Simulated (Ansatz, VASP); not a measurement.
# Two plane-wave programs on Li7Sb

Contents of INCAR:

```
SYSTEM = Li7Sb
PREC     = Accurate       ! precision mode
ENCUT    = 600            ! plane-wave cutoff, eV
EDIFF    = 1E-7           ! SCF threshold, eV
ISMEAR   = 0              ! smearing method
SIGMA    = 0.1            ! smearing width, eV
LREAL    = .False.        ! projectors in reciprocal space
LASPH    = .True.         ! aspherical terms in the spheres
NELM     = 60             ! most SCF steps
ALGO     = Normal         ! electronic algorithm
ISIF     = 3              ! what is computed and relaxed
LWAVE    = .False.        ! write WAVECAR
LCHARG   = .False.        ! write CHGCAR
GGA      = PE             ! functional
IBRION   = 2              ! ionic algorithm
NSW      = 90             ! ionic steps
EDIFFG   = -0.04          ! ionic threshold
```

KPOINTS

```
Automatic mesh
0
Gamma
  4 4 4
  0 0 0
```

POSCAR

```
Li7Sb
1.0
    0.0000000000      3.9732383400      3.9732383400
    3.9732383400      0.0000000000      3.9732383400
    3.9732383400      3.9732383400      0.0000000000
Li Sb
7 1
Direct
    0.5606917300      0.9393082700      0.9393082700
    0.9393082700      0.5606917300      0.5606917300
    0.9393082700      0.5606917300      0.9393082700
    0.5606917300      0.9393082700      0.5606917300
    0.9393082700      0.9393082700      0.5606917300
    0.5606917300      0.5606917300      0.9393082700
    0.5000000000      0.5000000000      0.5000000000
    0.0000000000      0.0000000000      0.0000000000
```

Input for Ansatz:

```yaml
crystal:
  lattice:
    - [0.0, 3.97323834, 3.97323834]
    - [3.97323834, 0.0, 3.97323834]
    - [3.97323834, 3.97323834, 0.0]
  atoms:
    - { symbol: Li, position: [0.56069173, 0.93930827, 0.93930827] }
    - { symbol: Li, position: [0.93930827, 0.56069173, 0.56069173] }
    - { symbol: Li, position: [0.93930827, 0.56069173, 0.93930827] }
    - { symbol: Li, position: [0.56069173, 0.93930827, 0.56069173] }
    - { symbol: Li, position: [0.93930827, 0.93930827, 0.56069173] }
    - { symbol: Li, position: [0.56069173, 0.56069173, 0.93930827] }
    - { symbol: Li, position: [0.5, 0.5, 0.5] }
    - { symbol: Sb, position: [0.0, 0.0, 0.0] }
basis:
  ecutwfc: 420
kpoints:
  mp_grid: { grid: [4, 4, 4] }
hamiltonian:
  xc: pbe
scf:
  occupations: { method: gaussian, width: 0.1 }
  lower_state_search: "off"
output:
  forces: true
  stress: true
  eigenvalues: true
relax:
  adjacent_minimum: "off"
  f_tol: 0.04
  max_steps: 70
  cell: { stress_tol: 0.4 }
```

Alike in both runs: task relaxation of cell and atoms; functional PBE; k mesh 4 × 4 × 4; occupations gaussian, width 0.1 eV; no spin polarisation.

```csv
,VASP,Ansatz
version,VASP 6.6.1,Ansatz 0.2.0
potentials or method,"VASP PAW PBE potentials, release 64 (Li_sv, Sb), cutoff 600 eV","scalar-relativistic, plane waves, PAW"
valence electrons in the cell,26,36
```

VASP gave:

* gap on the k mesh at the Fermi level, each at its own relaxed structure (eV): none
* relaxed volume (Å³/atom): 18.86
* relaxed length of the cell vector where the two differ most in proportion (Å): 5.976

Estimate Ansatz's values.

gap on the k mesh at the Fermi level, each at its own relaxed structure (eV): none; relaxed volume (Å³/atom): 18.97; relaxed length of the cell vector where the two differ most in proportion (Å): 5.987.

A gap of «none» marks a metal or a gap that the smearing closes. VASP's potentials hold 26 valence electrons a cell and Ansatz's 36, so a difference there can come from the potentials and not from the codes.

Neither program's run includes spin-orbit coupling. Noted on VASP's run: the cutoff is under 1.25 times that of the potentials, so the pressure is a little rough; the volume moved by over 15 % at a fixed basis, so the end points are rough.
